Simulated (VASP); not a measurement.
# Na3WClO4 (P4/nmm) in VASP: further runs

Na3WClO4 is run at these levels: PBE; tasks: single point.

All numbers are computed with VASP 6.6.1; they aren't measurements. Logs are shortened: lines on timing, memory, paths and dates and some standing lists are left out, and cuts for length are marked.

### Step 1. The cell of the first run

The structure is tetragonal, space group P4/nmm (No. 129). Conventional cell: a = 7.568 Å, b = 7.568 Å, c = 5.395 Å, α = 90.00°, β = 90.00°, γ = 90.00°. Na (site symmetry 4mm) has 4 O at 2.37 Å and 2 Cl at 2.61 to 2.78 Å within 3.1 Å. Within 3.4 Å of Na (site symmetry 2/m) lie 4 O at 2.53 Å and 2 Cl at 2.80 Å and 2 Na at 3.31 Å. Within 2.4 Å of W (site symmetry -4m2) lie 4 O at 1.79 Å. Within 3.4 Å of Cl (site symmetry 4mm) lie 6 Na at 2.61 to 2.80 Å and 4 O at 3.40 Å. Within 2.4 Å of O (site symmetry m) lie 1 W at 1.79 Å and 1 Na at 2.37 Å.

### Step 2. Single point, PBE (17.17 Å³/atom)

File INCAR:

```
SYSTEM = Na3WClO4
  PREC = Accurate
  ENCUT = 520
  EDIFF = 1E-6
  ISMEAR = -1
  SIGMA = 0.02
  LREAL = Auto
  LASPH = .True.
  NELM = 80
  ALGO = Normal
  ISIF = 2
  LWAVE = .False.
  LCHARG = .True.
  GGA = PE
  LELF = .True.
  LVHAR = .True.
  NBANDS = 81
```

File KPOINTS:

```
regular mesh
0
Gamma
  3 3 4
  0 0 0
```

File POSCAR:

```
Na3WClO4
1.0
    7.5678901927      0.0000000000      0.0000000000
    0.0000000000      7.5678901927      0.0000000000
    0.0000000000      0.0000000000      5.3954977232
Na W Cl O
6 2 2 8
Direct
    0.5000000000      0.0000000000      0.3606191980
    0.0000000000      0.5000000000      0.6393808020
    0.7500000000      0.2500000000      0.0000000000
    0.2500000000      0.2500000000      0.0000000000
    0.2500000000      0.7500000000      0.0000000000
    0.7500000000      0.7500000000      0.0000000000
    0.0000000000      0.0000000000      0.5000000000
    0.5000000000      0.5000000000      0.5000000000
    0.5000000000      0.0000000000      0.8447123607
    0.0000000000      0.5000000000      0.1552876393
    0.8101636854      0.0000000000      0.3005811682
    0.5000000000      0.3101636854      0.3005811682
    0.1898363146      0.0000000000      0.3005811682
    0.5000000000      0.6898363146      0.3005811682
    0.3101636854      0.5000000000      0.6994188318
    0.0000000000      0.1898363146      0.6994188318
    0.6898363146      0.5000000000      0.6994188318
    0.0000000000      0.8101636854      0.6994188318
```

Potentials or basis: VASP PAW PBE potentials, release 64 (Na_pv, W_sv, Cl, O).

Command:

```console
$ cat potpaw_PBE.64/Na_pv/POTCAR potpaw_PBE.64/W_sv/POTCAR potpaw_PBE.64/Cl/POTCAR potpaw_PBE.64/O/POTCAR > POTCAR
$ mpirun -np 1 vasp_std > vasp.out
```

OUTCAR:

```text
SYSTEM = Na3WClO4
   PREC = Accurate
   ENCUT = 520
   EDIFF = 1E-6
   ISMEAR = -1
   LREAL = Auto
   LASPH = .True.
   NELM = 80
   ISIF = 2
   GGA = PE

 ion  position               nearest neighbor table
   1  0.500  0.000  0.361-  11 2.37  12 2.37  13 2.37  14 2.37   9 2.61
   2  0.000  0.500  0.639-  15 2.37  16 2.37  17 2.37  18 2.37  10 2.61
   3  0.750  0.250  0.000-
   4  0.250  0.250  0.000-
   5  0.250  0.750  0.000-
   6  0.750  0.750  0.000-
   7  0.000  0.000  0.500-  11 1.79  13 1.79  16 1.79  18 1.79
   8  0.500  0.500  0.500-  12 1.79  14 1.79  15 1.79  17 1.79
   9  0.500  0.000  0.845-   1 2.61
  10  0.000  0.500  0.155-   2 2.61
  11  0.810  0.000  0.301-   7 1.79   1 2.37
  12  0.500  0.310  0.301-   8 1.79   1 2.37
  13  0.190  0.000  0.301-   7 1.79   1 2.37
  14  0.500  0.690  0.301-   8 1.79   1 2.37
  15  0.310  0.500  0.699-   8 1.79   2 2.37
  16  0.000  0.190  0.699-   7 1.79   2 2.37
  17  0.690  0.500  0.699-   8 1.79   2 2.37
  18  0.000  0.810  0.699-   7 1.79   2 2.37

  LATTYP: Found a simple tetragonal cell.
 ALAT       =     7.5678901927
 C/A-ratio  =     0.7129460901

  Lattice vectors:

 A1 = (   7.5678901927,   0.0000000000,   0.0000000000)
 A2 = (   0.0000000000,   7.5678901927,   0.0000000000)
 A3 = (   0.0000000000,   0.0000000000,   5.3954977232)

Analysis of symmetry for initial positions (statically):
=====================================================================
 Subroutine PRICEL returns:
 Original cell was already a primitive cell.

 Routine SETGRP: Setting up the symmetry group for a
 simple tetragonal supercell.

 Subroutine GETGRP returns: Found 16 space group operations
 (whereof  8 operations were pure point group operations)
 out of a pool of 16 trial point group operations.

The static configuration has the point symmetry D_2d.
 The point group associated with its full space group is D_4h.

Analysis of symmetry for dynamics (positions and initial velocities):
=====================================================================
 Subroutine PRICEL returns:
 Original cell was already a primitive cell.

 Routine SETGRP: Setting up the symmetry group for a
 simple tetragonal supercell.

 Subroutine GETGRP returns: Found 16 space group operations
 (whereof  8 operations were pure point group operations)
 out of a pool of 16 trial point group operations.

The dynamic configuration has the point symmetry D_2d.
 The point group associated with its full space group is D_4h.

 Subroutine INISYM returns: Found 16 space group operations
 (whereof  8 operations are pure point group operations),
 and found     1 'primitive' translations

----------------------------------------------------------------------------------------

                                     Primitive cell

  volume of cell :     309.0161

  direct lattice vectors                    reciprocal lattice vectors
     7.567890193  0.000000000  0.000000000     0.132137224  0.000000000  0.000000000
     0.000000000  7.567890193  0.000000000     0.000000000  0.132137224  0.000000000
     0.000000000  0.000000000  5.395497723     0.000000000  0.000000000  0.185339713

  length of vectors
     7.567890193  7.567890193  5.395497723     0.132137224  0.132137224  0.185339713

  position of ions in fractional coordinates (direct lattice)
     0.500000000  0.000000000  0.360619198
     0.000000000  0.500000000  0.639380802
     0.750000000  0.250000000  0.000000000
     0.250000000  0.250000000  0.000000000
     0.250000000  0.750000000  0.000000000
     0.750000000  0.750000000  0.000000000
[... 10 lines left out ...]
     0.689836315  0.500000000  0.699418832
     0.000000000  0.810163685  0.699418832

  ion indices of the primitive-cell ions
   primitive index   ion index
                 1           1
                 2           2
                 3           3
                 4           4
                 5           5
                 6           6
[... 10 lines left out ...]
                17          17
                18          18

----------------------------------------------------------------------------------------

 KPOINTS: regular mesh

Automatic generation of k-mesh.
 Grid dimensions read from file:
 generate k-points for:    3    3    4

 Generating k-lattice:

  Cartesian coordinates                     Fractional coordinates (reciprocal lattice)
     0.044045741  0.000000000  0.000000000     0.333333333  0.000000000  0.000000000
     0.000000000  0.044045741  0.000000000     0.000000000  0.333333333  0.000000000
     0.000000000  0.000000000  0.046334928     0.000000000  0.000000000  0.250000000

  Length of vectors
     0.044045741  0.044045741  0.046334928

  Shift w.r.t. Gamma in fractional coordinates (k-lattice)
     0.000000000  0.000000000  0.000000000

 Subroutine IBZKPT returns following result:
 ===========================================

 Found      9 irreducible k-points:

 Following reciprocal coordinates:
            Coordinates               Weight
  0.000000  0.000000  0.000000      1.000000
  0.333333  0.000000  0.000000      4.000000
  0.333333  0.333333  0.000000      4.000000
  0.000000  0.000000  0.250000      2.000000
  0.333333  0.000000  0.250000      8.000000
  0.333333  0.333333  0.250000      8.000000
  0.000000  0.000000  0.500000      1.000000
  0.333333  0.000000  0.500000      4.000000
  0.333333  0.333333  0.500000      4.000000
   k-points           NKPTS =      9   k-points in BZ     NKDIM =      9   number of bands    NBANDS=     81
   number of dos      NEDOS =    301   number of ions     NIONS =     18
   total plane-waves  NPLWV = 125440
   dimension x,y,z NGX =    56 NGY =   56 NGZ =   40
   dimension x,y,z NGXF=   112 NGYF=  112 NGZF=   80
   ions per type =               6   2   2   8
   NGX,Y,Z   is equivalent  to a cutoff of  12.30, 12.30, 12.32 a.u.
   NGXF,Y,Z  is equivalent  to a cutoff of  24.60, 24.60, 24.65 a.u.
 SYSTEM =  Na3WClO4
   PREC   = accura    normal or accurate (medium, high low for compatibility)
   ISTART =      0    job   : 0-new  1-cont  2-samecut
   ICHARG =      2    charge: 1-file 2-atom 10-const
   ISPIN  =      1    spin polarized calculation?
   LNONCOLLINEAR =      F non collinear calculations
   LSORBIT =      F    spin-orbit coupling
   LASPH  =      T    aspherical Exc in radial PAW
   ENCUT  =  520.0 eV  38.22 Ry    6.18 a.u.  14.07 14.07 10.03*2*pi/ulx,y,z
   NELM   =     80;   NELMIN=  2; NELMDL= -5     # of ELM steps
   EDIFF  = 0.1E-05   stopping-criterion for ELM
   LREAL  =      T    real-space projection
   EDIFFG = 0.1E-04   stopping-criterion for IOM
   NSW    =      0    number of steps for IOM
   IBRION =     -1    ionic relax: 0-MD 1-quasi-New 2-CG
   NFREE  =      0    steps in history (QN), initial steepest desc. (CG)
   ISIF   =      2    stress and relaxation
   ISYM   =      2    0-nonsym 1-usesym 2-fastsym
   POTIM  = 0.5000    time-step for ionic-motion
   TEBEG  =    0.0;   TEEND  =   0.0 temperature during run
   PSTRESS=    0.0 pullay stress
   NELECT =     132.0000    total number of electrons
   NUPDOWN=      -1.0000    fix difference up-down
   EMIN   =  10.00;   EMAX   =-10.00  energy-range for DOS
   EFERMI =   0.00;   METHOD = LEGACY
   ISMEAR =    -1;   SIGMA  =   0.02  broadening in eV -4-tet -1-fermi 0-gaus
   EFERMI_NEDOS =   21; number of points for ismear=-14 and -15
   IALGO  =     38    algorithm
   IMIX   =      4    mixing-type and parameters
     AMIX     =   0.40;   BMIX     =  1.00
     AMIX_MAG =   1.60;   BMIX_MAG =  1.00
  volume/ion in A,a.u.               =      17.17       115.85
  Fermi-wavevector in a.u.,A,eV,Ry     =   1.232932  2.329903 20.682503  1.520121
  Thomas-Fermi vector in A             =   2.367682
   LORBIT       =      0    0 simple, 1 ext, 2 COOP (PROOUT), +10 PAW based schemes
   GGA     = PE    functional components
   LHFCALC =     F    Hartree Fock is set to
   AEXX    =    0.0000 exact exchange contribution
   IVDW    =     0    specifies the selected vdW correction
   LEPSILON=     F    determine dielectric tensor
   LRPA    =     F    only Hartree local field effects (RPA)
 non-spin polarized calculation
  energy-cutoff  :      520.00
  volume of cell :      309.02
 maximum number of plane-waves:      8364
   NGX = 29   NGY = 29   NGZ = 21

 number of electron     131.9999850 magnetization

 Free energy of the ion-electron system (eV)
  ---------------------------------------------------
  ext. energy  EPLUGINS =         0.00000000
  ---------------------------------------------------
  free energy    TOTEN  =      -114.78018669 eV

  energy without entropy =     -114.78018669  energy(sigma->0) =     -114.78018669

 E-fermi :   0.0037     XC(G=0):  -8.6165

 val. band max:       -0.5592431990   @ k =   0.3333   0.3333   0.5000
 cond. band min:       4.0688429972   @ k =   0.0000   0.0000   0.0000
 fundamental gap:      4.6280861961
 Fermi energy:         0.0036626646

 k-point     1 :       0.0000    0.0000    0.0000
  band No.  band energies     occupation
      1     -73.4658      2.00000
      2     -73.4658      2.00000
      3     -37.8942      2.00000
      4     -37.8942      2.00000
      5     -37.8881      2.00000
      6     -37.8881      2.00000
[... 70 lines left out ...]
     77       6.5875      0.00000
     78       6.6001      0.00000

 k-point     2 :       0.3333    0.0000    0.0000
  band No.  band energies     occupation
      1     -73.4658      2.00000
      2     -73.4658      2.00000
      3     -37.8942      2.00000
      4     -37.8942      2.00000
      5     -37.8880      2.00000
      6     -37.8880      2.00000
[... 70 lines left out ...]
     77       6.5092      0.00000
     78       6.5212      0.00000
[... 484 lines left out ...]
     77       6.6239      0.00000
     78       6.7445      0.00000

 k-point     9 :       0.3333    0.3333    0.5000
  band No.  band energies     occupation
      1     -73.4658      2.00000
      2     -73.4658      2.00000
      3     -37.8944      2.00000
      4     -37.8944      2.00000
      5     -37.8881      2.00000
      6     -37.8880      2.00000
[... 70 lines left out ...]
     77       6.5698      0.00000
     78       6.9784      0.00000
 [bands above 78 left out]

------------------------ aborting loop because EDIFF is reached ----------------------------------------

  FORCE on cell =-STRESS in cart. coord.  units (eV):
  Direction    XX          YY          ZZ          XY          YZ          ZX
  --------------------------------------------------------------------------------------
  -------------------------------------------------------------------------------------
  Total        2.5763766      2.5763766      2.5700506      0.0000000      0.0000000      0.0000000
  in kB       13.3579179     13.3579179     13.3251192      0.0000000      0.0000000      0.0000000
  external PRESSURE =      13.3469850 kB  Pullay stress =       0.0000000 kB

 VOLUME and BASIS-vectors are now :
 -----------------------------------------------------------------------------
  energy-cutoff  :      520.00
  volume of cell :      309.02
      direct lattice vectors                 reciprocal lattice vectors
     7.567890193  0.000000000  0.000000000     0.132137224  0.000000000  0.000000000
     0.000000000  7.567890193  0.000000000     0.000000000  0.132137224  0.000000000
     0.000000000  0.000000000  5.395497723     0.000000000  0.000000000  0.185339713

 POSITION                                       TOTAL-FORCE (eV/Angst)
 -----------------------------------------------------------------------------------
      3.78395      0.00000      1.94572        -0.000000      0.000000     -0.008199
      0.00000      3.78395      3.44978         0.000000      0.000000      0.008199
      5.67592      1.89197      0.00000        -0.000000     -0.000000     -0.000000
      1.89197      1.89197      0.00000        -0.000000     -0.000000     -0.000000
      1.89197      5.67592      0.00000        -0.000000      0.000000     -0.000000
      5.67592      5.67592      0.00000        -0.000000     -0.000000     -0.000000
[... 10 lines left out ...]
      5.22061      3.78395      3.77371         0.317666     -0.000000      0.242770
      0.00000      6.13123      3.77371         0.000000     -0.317666      0.242770
 -----------------------------------------------------------------------------------
    total drift:                                0.000000     -0.000000     -0.000000

  FREE ENERGIE OF THE ION-ELECTRON SYSTEM (eV)
  ---------------------------------------------------
  free  energy   TOTEN  =      -114.7801866861 eV

  energy  without entropy=     -114.7801866861  energy(sigma->0) =     -114.78018669
```

Wall time 5.9 min (1 thread of Intel Xeon Platinum 8375C at 2.90GHz (Ice Lake), shared host); peak memory 0.44 GiB.

Results:

| Quantity | Value |
| --- | --- |
| Free energy | -114.7802 eV |
| Pressure | 1.3 GPa |
| Largest force | 0.400 eV/Å |
| Band gap on the k mesh | 4.63 eV (least direct gap 4.64 eV) |

Forces on the atoms (eV/Å):
```
Na   0.000  0.000 -0.008
Na   0.000  0.000  0.008
Na   0.000  0.000  0.000
Na   0.000  0.000  0.000
Na   0.000  0.000  0.000
Na   0.000  0.000  0.000
W    0.000  0.000  0.000
W    0.000  0.000  0.000
Cl   0.000  0.000  0.005
Cl   0.000  0.000 -0.005
O   -0.318  0.000 -0.243
O    0.000 -0.318 -0.243
O    0.318  0.000 -0.243
O    0.000  0.318 -0.243
O   -0.318  0.000  0.243
O    0.000  0.318  0.243
O    0.318  0.000  0.243
O    0.000 -0.318  0.243
```

Levels at points of the mesh, in eV from the valence-band top:
| k point | band 63 | band 64 | band 65 | band 66 | band 67 | band 68 | band 69 | band 70 |
| --- | --- | --- | --- | --- | --- | --- | --- | --- |
| (0.00, 0.00, 0.00) | -0.29 | -0.14 | -0.14 | -0.02 | 4.63 | 5.03 | 5.33 | 5.48 |
| (0.00, 0.00, 0.50) | -0.09 | -0.04 | 0.00 | 0.00 | 5.24 | 5.45 | 5.57 | 5.68 |

Caveat: spin-orbit coupling is left out, which moves the levels of the heavy elements.

### Step 3. Single point, PBE (z stretched by +2 %, then relaxed in part)

File INCAR:

```
  ALGO = Normal
  EDIFF = 1E-6
  ENCUT = 520
  GGA = PE
  ISIF = 2
  ISMEAR = -1
  LASPH = True
  LCHARG = True
  LELF = True
  LREAL = Auto
  LVHAR = True
  LWAVE = False
  NBANDS = 81
  NELM = 100
  PREC = Accurate
  SIGMA = 0.02
```

File KPOINTS:

```
k-points
0
Gamma
  3 3 4
```

File POSCAR:

```
Na3WClO4
1.0
    7.5181000000      0.0000000000      0.0000000000
    0.0000000000      7.5181000000      0.0000000000
    0.0000000000      0.0000000000      5.4672000000
Na W Cl O
6 2 2 8
Direct
    0.5000000000      0.0000000000      0.3632932004
    0.0000000000      0.5000000000      0.6367067996
    0.7500000000      0.2500000000      0.0000000000
    0.2500000000      0.2500000000      0.0000000000
    0.2500000000      0.7500000000      0.0000000000
    0.7500000000      0.7500000000      0.0000000000
    0.0000000000      0.0000000000      0.5000000000
    0.5000000000      0.5000000000      0.5000000000
    0.5000000000      0.0000000000      0.8453417532
    0.0000000000      0.5000000000      0.1546582468
    0.8094641628      0.0000000000      0.3022201487
    0.5000000000      0.3094641628      0.3022201487
    0.1905358372      0.0000000000      0.3022201487
    0.5000000000      0.6905358372      0.3022201487
    0.3094641628      0.5000000000      0.6977798513
    0.0000000000      0.1905358372      0.6977798513
    0.6905358372      0.5000000000      0.6977798513
    0.0000000000      0.8094641628      0.6977798513
```

Potentials or basis: VASP PAW PBE potentials, release 64 (Na_pv, W_sv, Cl, O).

Command:

```console
$ cat potpaw_PBE.64/Na_pv/POTCAR potpaw_PBE.64/W_sv/POTCAR potpaw_PBE.64/Cl/POTCAR potpaw_PBE.64/O/POTCAR > POTCAR
$ mpirun -np 1 vasp_std > vasp.out
```

Wall time 6.5 min (1 thread of Intel Xeon Platinum 8375C at 2.90GHz (Ice Lake), shared host); peak memory 0.42 GiB.

It converged, with:

- Free energy: -114.7655 eV
- Pressure: 1.3 GPa
- Largest force: 0.395 eV/Å
- Band gap on the k mesh: 4.59 eV

Forces on the atoms (eV/Å):
```
Na   0.000  0.000  0.007
Na   0.000  0.000 -0.007
Na   0.000  0.000  0.000
Na   0.000  0.000  0.000
Na   0.000  0.000  0.000
Na   0.000  0.000  0.000
W    0.000  0.000  0.000
W    0.000  0.000  0.000
Cl   0.000  0.000 -0.009
Cl   0.000  0.000  0.009
O   -0.310  0.000 -0.245
O    0.000 -0.310 -0.245
O    0.310  0.000 -0.245
O    0.000  0.310 -0.245
O   -0.310  0.000  0.245
O    0.000  0.310  0.245
O    0.310  0.000  0.245
O    0.000 -0.310  0.245
```

Stress tensor (GPa, compression positive):
```
1.63 0.00 0.00
0.00 1.63 0.00
0.00 0.00 0.79
```

Levels at points of the mesh, in eV from the valence-band top:
```
           k point  band 64  band 65  band 66  band 67  band 68  band 69
(0.00, 0.00, 0.00)    -0.12    -0.12     0.00     4.59     5.03     5.31
(0.00, 0.00, 0.50)    -0.02    -0.01    -0.01     5.22     5.46     5.57
```

Caveat: the cell differs from its parent crystal (z stretched by +2 %, then relaxed in part); spin-orbit coupling is left out, which moves the levels of the heavy elements.
